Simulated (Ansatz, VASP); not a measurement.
# Mg7O in VASP and in Ansatz

```
Mg O
1.0
     4.69962    0.00000    0.00000
    -2.34981    4.06999    0.00000
     0.00000    0.00000    6.53095
Mg O
7 1
Direct
  0.50000 0.00000 0.78034
  0.00000 0.50000 0.78034
  0.50000 0.50000 0.78034
  0.00000 0.50000 0.21966
  0.50000 0.00000 0.21966
  0.50000 0.50000 0.21966
  0.00000 0.00000 0.50000
  0.00000 0.00000 0.00000
```

Alike in both runs: task single point; functional PBE; k mesh 6 × 6 × 4; occupations gaussian, width 0.1 eV; collinear spin.

|  | VASP | Ansatz |
| --- | --- | --- |
| version | VASP 6.6.1 | Ansatz 0.2.0 |
| potentials or method | VASP PAW PBE potentials, release 64 (Mg, O), cutoff 520 eV | scalar-relativistic, plane waves, PAW |
| valence electrons in the cell | 20 | 76 |

```tsv
	VASP	Ansatz	Ansatz less VASP
gap on the k mesh at the Fermi level (eV)	none	none	-
rms of the force components (eV/Å)	0.163	0.160	-0.0031
net moment per atom (μB)	0.00	0.00	0.000
```

Atom by atom the forces differ by 0.003 eV/Å (rms over components). A gap of «none» marks a metal or a gap that the smearing closes. With one functional, cell and mesh, what is left measures potentials, basis and numerics. VASP's potentials hold 20 valence electrons a cell and Ansatz's 76, so a difference there can come from the potentials and not from the codes. Ansatz's warnings: seeded moment not kept.
